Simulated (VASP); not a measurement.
# ZnO (P6_3mc) in VASP: notebook

The runs below take ZnO through band structure, equation of state, with HSE06, HSE03, revPBE.

Program: VASP 6.6.1. These are calculated values, not measurements. Logs are shortened: lines on timing, memory, paths and dates and some standing lists are left out, and cuts for length are marked.

### 1 The cell of the first run

Symmetry: P6_3mc, No. 186, hexagonal system. Conventional cell: a = 3.249 Å, b = 3.249 Å, c = 5.206 Å, α = 90.00°, β = 90.00°, γ = 120.00°. Zn (site symmetry 3m) has 4 O at 1.97 to 1.98 Å within 2.6 Å. O (site symmetry 3m) has 4 Zn at 1.97 to 1.98 Å within 2.6 Å.

### 2 Band structure, HSE06

POSCAR

```
ZnO
1.0
    3.2493080000      0.0000000000      0.0000000000
   -1.6246540000      2.8139832727      0.0000000000
    0.0000000000      0.0000000000      5.2057090000
Zn O
2 2
Direct
    0.6666666667      0.3333333333      0.0000000000
    0.3333333333      0.6666666667      0.5000000000
    0.3333333333      0.6666666667      0.8790100000
    0.6666666667      0.3333333333      0.3790100000
```

INCAR.step1

```
SYSTEM = ZnO
PREC = Accurate
ENCUT = 520
EDIFF = 1E-5
ISMEAR = 0
SIGMA = 0.02
LREAL = .FALSE.
LASPH = .TRUE.
NELM = 80
ALGO = Normal
ISIF = 2
LWAVE = .TRUE.
LCHARG = .FALSE.
GGA = PE
KPAR = 4
```

INCAR.step2

```
SYSTEM = ZnO
PREC = Accurate
ENCUT = 520
EDIFF = 1E-7
ISMEAR = 0
SIGMA = 0.02
LREAL = .FALSE.
LASPH = .TRUE.
NELM = 80
ALGO = Normal
ISIF = 2
LWAVE = .FALSE.
LCHARG = .FALSE.
GGA = PE
LHFCALC = .TRUE.
HFSCREEN = 0.2
PRECFOCK = Fast
ISTART = 1
KPAR = 4
```

KPOINTS

```
regular mesh
0
G
  6 6 4
  0 0 0
```

KPOINTS_OPT

```
path GMKGALHA,LM,KH
12
line-mode
reciprocal
 0.0000000000  0.0000000000  0.0000000000  G
 0.5000000000  0.0000000000  0.0000000000  M

 0.5000000000  0.0000000000  0.0000000000  M
 0.3333333333  0.3333333333  0.0000000000  K

 0.3333333333  0.3333333333  0.0000000000  K
 0.0000000000  0.0000000000  0.0000000000  G

 0.0000000000  0.0000000000  0.0000000000  G
 0.0000000000  0.0000000000  0.5000000000  A

 0.0000000000  0.0000000000  0.5000000000  A
 0.5000000000  0.0000000000  0.5000000000  L

 0.5000000000  0.0000000000  0.5000000000  L
 0.3333333333  0.3333333333  0.5000000000  H

 0.3333333333  0.3333333333  0.5000000000  H
 0.0000000000  0.0000000000  0.5000000000  A

 0.5000000000  0.0000000000  0.5000000000  L
 0.5000000000  0.0000000000  0.0000000000  M

 0.3333333333  0.3333333333  0.0000000000  K
 0.3333333333  0.3333333333  0.5000000000  H
```

Potentials or basis: VASP PAW PBE potentials, release 64 (Zn, O).

Run with:

```console
$ cat potpaw_PBE.64/Zn/POTCAR potpaw_PBE.64/O/POTCAR > POTCAR
$ cp INCAR.step1 INCAR
$ mpirun -np 4 vasp_std > vasp.out
$ cp INCAR.step2 INCAR
$ mpirun -np 4 vasp_std > vasp.out
```

OUTCAR:

```text
SYSTEM = ZnO
   PREC = Accurate
   ENCUT = 520
   EDIFF = 1E-7
   ISMEAR = 0
   LREAL = .FALSE.
   LASPH = .TRUE.
   NELM = 80
   ISIF = 2
   GGA = PE
   LHFCALC = .TRUE.
   HFSCREEN = 0.2
   PRECFOCK = Fast
   ISTART = 1

 ion  position               nearest neighbor table
   1  0.667  0.333  0.000-   4 1.97   3 1.98   3 1.98   3 1.98
   2  0.333  0.667  0.500-   3 1.97   4 1.98   4 1.98   4 1.98
   3  0.333  0.667  0.879-   2 1.97   1 1.98   1 1.98   1 1.98
   4  0.667  0.333  0.379-   1 1.97   2 1.98   2 1.98   2 1.98

  LATTYP: Found a hexagonal cell.
 ALAT       =     3.2493080000
 C/A-ratio  =     1.6020977390

  Lattice vectors:

 A1 = (   3.2493080000,   0.0000000000,   0.0000000000)
 A2 = (  -1.6246540000,   2.8139832727,   0.0000000000)
 A3 = (   0.0000000000,   0.0000000000,   5.2057090000)

Analysis of symmetry for initial positions (statically):
=====================================================================
 Subroutine PRICEL returns:
 Original cell was already a primitive cell.

 Routine SETGRP: Setting up the symmetry group for a
 hexagonal supercell.

 Subroutine GETGRP returns: Found 12 space group operations
 (whereof  6 operations were pure point group operations)
 out of a pool of 24 trial point group operations.

The static configuration has the point symmetry C_3v.
 The point group associated with its full space group is C_6v.

Analysis of symmetry for dynamics (positions and initial velocities):
=====================================================================
 Subroutine PRICEL returns:
 Original cell was already a primitive cell.

 Routine SETGRP: Setting up the symmetry group for a
 hexagonal supercell.

 Subroutine GETGRP returns: Found 12 space group operations
 (whereof  6 operations were pure point group operations)
 out of a pool of 24 trial point group operations.

The dynamic configuration has the point symmetry C_3v.
 The point group associated with its full space group is C_6v.

 Subroutine INISYM returns: Found 12 space group operations
 (whereof  6 operations are pure point group operations),
 and found     1 'primitive' translations

[... 96 lines left out ...]
   EDIFFG = 0.1E-05   stopping-criterion for IOM
   NSW    =      0    number of steps for IOM
   IBRION =     -1    ionic relax: 0-MD 1-quasi-New 2-CG
   NFREE  =      0    steps in history (QN), initial steepest desc. (CG)
   ISIF   =      2    stress and relaxation
   ISYM   =      3    0-nonsym 1-usesym 2-fastsym
   POTIM  = 0.5000    time-step for ionic-motion
   TEBEG  =    0.0;   TEEND  =   0.0 temperature during run
   PSTRESS=    0.0 pullay stress
   NELECT =      36.0000    total number of electrons
   NUPDOWN=      -1.0000    fix difference up-down
   EMIN   =  10.00;   EMAX   =-10.00  energy-range for DOS
   EFERMI =   0.00;   METHOD = LEGACY
   ISMEAR =     0;   SIGMA  =   0.02  broadening in eV -4-tet -1-fermi 0-gaus
   EFERMI_NEDOS =   21; number of points for ismear=-14 and -15
   IALGO  =     38    algorithm
   IMIX   =      1    mixing-type and parameters
     AMIX     =   0.40;   BMIX     =  1.00
     AMIX_MAG =   1.60;   BMIX_MAG =  1.00
  volume/ion in A,a.u.               =      11.90        80.30
  Fermi-wavevector in a.u.,A,eV,Ry     =   1.491574  2.818667 30.270160  2.224794
  Thomas-Fermi vector in A             =   2.604212
   LORBIT       =      0    0 simple, 1 ext, 2 COOP (PROOUT), +10 PAW based schemes
   GGA     = PE    functional components
   LHFCALC =     T    Hartree Fock is set to
   PRECFOCK=fast      Normal, Fast or Accurate (Low or Medium for compatibility)
   ENCUT4O =  -1.0   cutoff for four orbital integrals eV
   NKREDX  =     1    reduce k-point grid by
   NKREDY  =     1    reduce k-point grid by
   NKREDZ  =     1    reduce k-point grid by
   AEXX    =    0.2500 exact exchange contribution
   HFSCREEN=    0.2000 screening length (either q_TF or 0.3 A-1)
   HFSCREENC=   0.2000 screening length for correlation (either q_TF or 0.3 A-1)
   ENCUTFOCK=  -1.0 apply spherical cutoff to Coloumb kernel
   IVDW    =     0    specifies the selected vdW correction
   LEPSILON=     F    determine dielectric tensor
   LRPA    =     F    only Hartree local field effects (RPA)
 non-spin polarized calculation
 Gauss-broadening in eV      SIGMA  =   0.02
  energy-cutoff  :      520.00
  volume of cell :       47.60
 maximum number of plane-waves:      1302
  NGX = 14; NGY = 14; NGZ = 24

 number of electron      36.0000017 magnetization

 Free energy of the ion-electron system (eV)
  ---------------------------------------------------
  ext. energy  EPLUGINS =         0.00000000
  ---------------------------------------------------
  free energy    TOTEN  =       -22.75527842 eV

  energy without entropy =      -22.75527842  energy(sigma->0) =      -22.75527842

 E-fermi :   0.1012     XC(G=0):  -8.9052

 val. band max:       -0.0714836049   @ k =   0.0000   0.0000   0.0000
 cond. band min:       2.4267482357   @ k =   0.0000   0.0000   0.0000
 fundamental gap:      2.4982318406
 Fermi energy:         0.1012156049

 k-point     1 :       0.0000    0.0000    0.0000
  band No.  band energies     occupation
      1     -19.5620      2.00000
      2     -18.8073      2.00000
      3      -6.7020      2.00000
      4      -6.7020      2.00000
      5      -6.6733      2.00000
      6      -6.5017      2.00000
[... 514 lines left out ...]
     21       9.9989      0.00000
     22       9.9989      0.00000

------------------------ aborting loop because EDIFF is reached ----------------------------------------

  FORCE on cell =-STRESS in cart. coord.  units (eV):
  Direction    XX          YY          ZZ          XY          YZ          ZX
  --------------------------------------------------------------------------------------
  -------------------------------------------------------------------------------------
  Total        0.3749577      0.3749577      0.7973013      0.0000000     -0.0000000      0.0000000
  in kB       12.6211984     12.6211984     26.8374220      0.0000000     -0.0000000      0.0000000
  external PRESSURE =      17.3599396 kB  Pullay stress =       0.0000000 kB

 VOLUME and BASIS-vectors are now :
 -----------------------------------------------------------------------------
  energy-cutoff  :      520.00
  volume of cell :       47.60
      direct lattice vectors                 reciprocal lattice vectors
     3.249308000  0.000000000  0.000000000     0.307757836  0.177684070  0.000000000
    -1.624654000  2.813983273  0.000000000     0.000000000  0.355368139  0.000000000
     0.000000000  0.000000000  5.205709000     0.000000000  0.000000000  0.192096792

 POSITION                                       TOTAL-FORCE (eV/Angst)
 -----------------------------------------------------------------------------------
      1.62465      0.93799      0.00000        -0.000000      0.000000     -0.082702
     -0.00000      1.87599      2.60285        -0.000000      0.000000     -0.082702
     -0.00000      1.87599      4.57587        -0.000000      0.000000      0.082702
      1.62465      0.93799      1.97302         0.000000     -0.000000      0.082702
 -----------------------------------------------------------------------------------
    total drift:                               -0.000000     -0.000000     -0.001852

  FREE ENERGIE OF THE ION-ELECTRON SYSTEM (eV)
  ---------------------------------------------------
  free  energy   TOTEN  =       -22.7552784192 eV

  energy  without entropy=      -22.7552784192  energy(sigma->0) =      -22.75527842
```

OUTCAR.step1:

```text
SYSTEM = ZnO
   PREC = Accurate
   ENCUT = 520
   EDIFF = 1E-5
   ISMEAR = 0
   LREAL = .FALSE.
   LASPH = .TRUE.
   NELM = 80
[... 749 lines left out ...]
     -0.00000      1.87599      2.60285         0.000000     -0.000000     -0.074243
     -0.00000      1.87599      4.57587         0.000000      0.000000      0.074243
      1.62465      0.93799      1.97302        -0.000000     -0.000000      0.074243
 -----------------------------------------------------------------------------------
    total drift:                               -0.000000     -0.000000     -0.001107

  FREE ENERGIE OF THE ION-ELECTRON SYSTEM (eV)
  ---------------------------------------------------
  free  energy   TOTEN  =       -17.8201204633 eV

  energy  without entropy=      -17.8201204633  energy(sigma->0) =      -17.82012046
```

Run time: 34 min. Hardware: 4 MPI ranks of Intel Xeon 6975P-C (Granite Rapids), shared host; peak memory 0.37 GiB.

What came out:

```
Free energy             : -22.7553 eV
Pressure                : 1.7 GPa
Largest force           : 0.083 eV/Å
Band gap on the k mesh  : 2.50 eV
Band gap along the path : 2.50 eV
```

Forces in eV/Å, atoms in the order of the input:
```
Zn   0.000  0.000 -0.083
Zn   0.000  0.000 -0.083
O    0.000  0.000  0.083
O    0.000  0.000  0.083
```

Stress tensor (GPa, compression positive):
```
1.26 0.00 0.00
0.00 1.26 0.00
0.00 0.00 2.68
```

Levels at the corners of the path, in eV from the valence-band top:
| point | band 15 | band 16 | band 17 | band 18 | band 19 | band 20 | band 21 | band 22 |
| --- | --- | --- | --- | --- | --- | --- | --- | --- |
| Γ | -0.87 | -0.06 | 0.00 | 0.00 | 2.50 | 7.21 | 10.36 | 15.00 |
| M | -3.06 | -2.40 | -1.40 | -0.87 | 7.80 | 8.69 | 9.44 | 10.79 |
| M | -3.06 | -2.40 | -1.40 | -0.87 | 7.80 | 8.69 | 9.44 | 10.79 |
| K | -3.89 | -2.10 | -2.10 | -1.84 | 9.41 | 9.92 | 9.92 | 10.06 |
| K | -3.89 | -2.10 | -2.10 | -1.84 | 9.41 | 9.92 | 9.92 | 10.06 |
| Γ | -0.87 | -0.06 | 0.00 | 0.00 | 2.50 | 7.21 | 10.36 | 15.00 |
| Γ | -0.87 | -0.06 | 0.00 | 0.00 | 2.50 | 7.21 | 10.36 | 15.00 |
| A | -0.43 | -0.43 | -0.43 | -0.43 | 5.26 | 5.26 | 12.24 | 12.24 |
| A | -0.43 | -0.43 | -0.43 | -0.43 | 5.26 | 5.26 | 12.24 | 12.24 |
| L | -1.60 | -1.60 | -1.44 | -1.44 | 7.55 | 7.55 | 10.70 | 10.70 |
| L | -1.60 | -1.60 | -1.44 | -1.44 | 7.55 | 7.55 | 10.70 | 10.70 |
| H | -2.94 | -2.94 | -1.28 | -1.28 | 9.87 | 9.87 | 10.07 | 10.07 |
| H | -2.94 | -2.94 | -1.28 | -1.28 | 9.87 | 9.87 | 10.07 | 10.07 |
| A | -0.43 | -0.43 | -0.43 | -0.43 | 5.26 | 5.26 | 12.24 | 12.24 |
| L | -1.60 | -1.60 | -1.44 | -1.44 | 7.55 | 7.55 | 10.70 | 10.70 |
| M | -3.06 | -2.40 | -1.40 | -0.87 | 7.80 | 8.69 | 9.44 | 10.79 |
| K | -3.89 | -2.10 | -2.10 | -1.84 | 9.41 | 9.92 | 9.92 | 10.06 |
| H | -2.94 | -2.94 | -1.28 | -1.28 | 9.87 | 9.87 | 10.07 | 10.07 |

Caveat: the PAW data sets were made with another functional, which shifts forces and pressure a little.

[end of part 1 of 2]
